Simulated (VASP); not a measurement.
# Ta: single point with r2SCAN

The system is Ta.

```
CELL_PARAMETERS angstrom
2.96019 0.00000 0.00000
-1.48009 2.56360 0.00000
0.00000 0.00000 5.11811
ATOMIC_POSITIONS crystal
Ta 0.66667 0.33333 0.75000
Ta 0.33333 0.66667 0.25000
```

This cell differs from its parent crystal: strain +0.0250 x Voigt [1, 1, 0, 0, 0, 0].

```yaml
Program: VASP 6.6.1
Task: single point
Functional: r2SCAN
Potentials_or_basis: VASP PAW PBE potentials, release 64 (Ta_pv)
Cutoff: 520 eV
k_mesh: 24 × 24 × 12
Occupations: gaussian, width 0.15 eV
Spin: no spin polarisation
```

```
Pressure               : -8.5 GPa
Band gap on the k mesh : zero (bands 11 and 12 overlap by 2.03 eV)
```

Stress tensor (GPa, compression positive):
```
-10.23   0.00   0.00
  0.00 -10.23   0.00
  0.00   0.00  -5.17
```

Levels at points of the mesh, in eV from the Fermi level:
```csv
k point,band 8,band 9,band 10,band 11,band 12,band 13,band 14,band 15
"(0.00, 0.00, 0.00)",-4.96,-0.25,-0.21,0.63,0.63,1.25,1.25,2.88
"(0.50, 0.00, 0.00)",-3.85,-3.27,-0.85,-0.16,0.61,0.80,5.76,6.17
"(0.00, 0.00, 0.50)",-6.56,-1.09,-1.09,0.66,0.66,0.66,0.66,4.48
"(0.50, 0.00, 0.50)",-4.36,-2.19,-2.19,1.20,1.20,2.62,2.62,5.65
```

Run time: 21 min on 1 thread of Intel Xeon 8259CL, with other jobs on the host, peak memory 0.37 GiB.

Caveat: the cell differs from its parent crystal (strain +0.0250 x Voigt [1, 1, 0, 0, 0, 0]); the stress differs along the axes, from -10 to -5 GPa; the PAW data sets were made with another functional, which shifts forces and pressure a little; spin-orbit coupling is left out, which moves the levels of the heavy elements.
